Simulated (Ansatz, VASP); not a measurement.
**TiO2 in VASP and in Ansatz**

INCAR

```
PREC = Accurate ; ENCUT = 520
EDIFF = 1E-8 ; ISMEAR = -1
SIGMA = 0.05 ; LREAL = False
LASPH = True ; NELM = 100
ALGO = Normal ; ISIF = 2
LWAVE = False ; LCHARG = False
GGA = PE ; LEFG = True
NBANDS = 33
```

Contents of KPOINTS:

```
Automatic mesh
0
Gamma
  7 7 10
```

File POSCAR:

```
TiO2
1.0
    4.5940000000      0.0000000000      0.0000000000
    0.0000000000      4.5940000000      0.0000000000
    0.0000000000      0.0000000000      2.9590000000
Ti O
2 4
Direct
    0.0000000000      0.0000000000      0.0000000000
    0.5000000000      0.5000000000      0.5000000000
    0.3060000000      0.3060000000      0.0000000000
    0.1940000000      0.8060000000      0.5000000000
    0.6940000000      0.6940000000      0.0000000000
    0.8060000000      0.1940000000      0.5000000000
```

Input for Ansatz:

```yaml
crystal:
  lattice:
    - [4.594, 0.0, 0.0]
    - [0.0, 4.594, 0.0]
    - [0.0, 0.0, 2.959]
  atoms:
    - { symbol: Ti, position: [0.0, 0.0, 0.0] }
    - { symbol: Ti, position: [0.5, 0.5, 0.5] }
    - { symbol: O, position: [0.306, 0.306, 0.0] }
    - { symbol: O, position: [0.194, 0.806, 0.5] }
    - { symbol: O, position: [0.694, 0.694, 0.0] }
    - { symbol: O, position: [0.806, 0.194, 0.5] }
kpoints:
  mp_grid: { grid: [7, 7, 10] }
  band_path:
    path:
      - [0.0, 0.0, 0.0]
      - [0.0, 0.5, 0.0]
      - [0.5, 0.5, 0.0]
      - [0.0, 0.0, 0.0]
      - [0.0, 0.0, 0.5]
      - [0.0, 0.5, 0.5]
      - [0.5, 0.5, 0.5]
      - [0.0, 0.0, 0.5]
      - [0.0, 0.5, 0.0]
    npoints: 14
scf:
  occupations: { method: fermi_dirac, width: 0.05 }
hamiltonian:
  xc: pbe
  pseudopotentials: { kind: paw }
output:
  forces: true
  stress: true
  eigenvalues: true
  efg: { contact_densities: true }
  populations: true
  bader: true
  dos: { projected: true, de: 0.2, e_range: [-14, 8] }
  write_density: true
  write_potential: true
  elf: true
  volumetric_format: npy
```

Alike in both runs: task electric field gradients; functional PBE; k mesh 7 × 7 × 10; occupations fermi-dirac, width 0.05 eV; no spin polarisation.

```csv
,VASP,Ansatz
version,VASP 6.6.1,Ansatz 0.2.0
potentials or method,"VASP PAW PBE potentials, release 64 (Ti_sv, O)","PAW with Ansatz's default frozen-core files, scalar-relativistic"
plane-wave cutoff (eV),520,420
valence electrons in the cell,48,48
```

|  | VASP | Ansatz | Ansatz less VASP |
| --- | --- | --- | --- |
| gap on the k mesh at the Fermi level (eV) | 1.91 | 1.93 | +0.027 |
| pressure (GPa) | 6.1 | 5.4 | -0.70 |
| traceless stress, the component that is largest in VASP (GPa) | -0.32 | -0.56 | -0.238 |
| rms of the force components (eV/Å) | 0.124 | 0.110 | -0.0139 |
| size of Vzz on the site where it differs most (V/Å²) | 22.2 | 23.3 | +1.15 |

Atom by atom the forces differ by 0.014 eV/Å (rms over components).
